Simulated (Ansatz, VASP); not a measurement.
One calculation of MgI2, two programs

```
Mg I
1.0
     4.15370    0.00000    0.11672
    -2.07685    3.59721   -0.05836
     0.19282    0.00000    6.86200
Mg I
1 2
Direct
  0.00000 0.00000 0.00000
  0.33333 0.66667 0.75763
  0.66667 0.33333 0.24237
```

Change from the starting cell: strain +0.0562 x Voigt [0, 0, 0, 0, 1, 0], atoms carried along.

Alike in both runs: task single point; functional PBE; k mesh 6 × 6 × 4; occupations gaussian, width 0.05 eV; no spin polarisation.

|  | VASP | Ansatz |
| --- | --- | --- |
| version | VASP 6.6.1 | Ansatz 0.2.0 |
| potentials or method | VASP PAW PBE potentials, release 64 (Mg, I), cutoff 520 eV | scalar-relativistic, plane waves, PAW |
| valence electrons in the cell | 16 | 44 |

|  | VASP | Ansatz | Ansatz less VASP |
| --- | --- | --- | --- |
| gap on the k mesh at the Fermi level (eV) | 3.47 | 3.49 | +0.019 |
| least direct gap on the mesh (eV) | 3.66 | 3.68 | +0.017 |
| pressure (GPa) | 1.3 | 1.4 | +0.05 |
| traceless stress, the component that is largest in VASP (GPa) | -0.96 | -0.96 | -0.002 |
| rms of the force components (eV/Å) | 0.080 | 0.082 | +0.0019 |

Atom by atom the forces differ by 0.005 eV/Å (rms over components). VASP's potentials hold 16 valence electrons a cell and Ansatz's 44, so a difference there can come from the potentials and not from the codes.

Neither program's run includes spin-orbit coupling.
